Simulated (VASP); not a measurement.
Runs of VASP 6.6.1 on ZnSiP2. The structure is that of space group I-42d (No. 122), or close to it. The cells are those of the table. 

```csv
cell,gap on the mesh (eV),pressure (GPa),largest force (eV/Å)
"a = 6.377 Å, angles 130.9, 130.9, 72.0°, 8 atoms",1.11,(a),0.25
"a = 6.550 Å, angles 130.9, 130.9, 72.0°, 8 atoms",1.27,-3.8,0.06
"a = 6.421 Å, angles 130.9, 130.9, 72.0°, 8 atoms",1.15,1.4,0.19
"a = 6.333 Å, angles 130.9, 130.9, 72.0°, 8 atoms",(b),5.9,0.31
"a = 6.507 Å, angles 130.9, 130.9, 72.0°, 8 atoms",1.23,-2.3,0.10
```

Alike in all rows: task single point; level PBEsol; potentials or basis VASP PAW PBE potentials, release 64 (Zn, P, Si); no spin polarisation; k mesh 7 × 7 × 7; cutoff (eV) 500; smearing fermi-dirac 0.05 eV.

Problem. Fill in the values left out.

Solution. (a) 3.5; (b) 1.06.

Caveats: the PAW data sets were made with another functional, which shifts forces and pressure a little; the cell stands under pressure (at least some runs); the cell stands under tension (at least some runs).

A k mesh can miss the band edges.
